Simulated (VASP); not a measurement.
Here is a VASP 6.6.1 calculation.

The input INCAR:

```
SYSTEM = Yb
PREC     = Accurate       ! precision mode
ENCUT    = 520            ! plane-wave cutoff, eV
EDIFF    = 1E-6           ! SCF threshold, eV
ISMEAR   = -1             ! smearing method
SIGMA    = 0.13605693000000002 ! smearing width, eV
LREAL    = .FALSE.        ! projectors in reciprocal space
LASPH    = .TRUE.         ! aspherical terms in the spheres
NELM     = 100            ! most SCF steps
ALGO     = Normal         ! electronic algorithm
ISIF     = 2              ! what is computed and relaxed
LWAVE    = .FALSE.        ! write WAVECAR
LCHARG   = .TRUE.         ! write CHGCAR
GGA      = CA             ! functional
LELF     = .TRUE.         ! ELF
LVHAR    = .TRUE.       
NBANDS   = 18             ! bands
```

KPOINTS

```
regular mesh
0
G
  12 12 12
  0 0 0
```

POSCAR

```
Yb
1.0
   -1.9429065088      1.9429065088      1.9429065088
    1.9429065088     -1.9429065088      1.9429065088
    1.9429065088      1.9429065088     -1.9429065088
Yb
1
Direct
    0.0000000000      0.0000000000      0.0000000000
```

Potentials or basis: VASP PAW PBE potentials, release 64 (Yb).

Run with:

```bash
$ cat potpaw_PBE.64/Yb/POTCAR > POTCAR
$ mpirun -np 1 vasp_std > vasp.out
```

(1) What does it give for the pressure?

(2) Predict the band gap on the k mesh.

Results:

(1) -0.3 GPa.

(2) zero (bands 12 and 13 overlap by 1.02 eV).

Caveat: the PAW data sets were made with another functional, which shifts forces and pressure a little; spin-orbit coupling is left out, which moves the levels of the heavy elements.
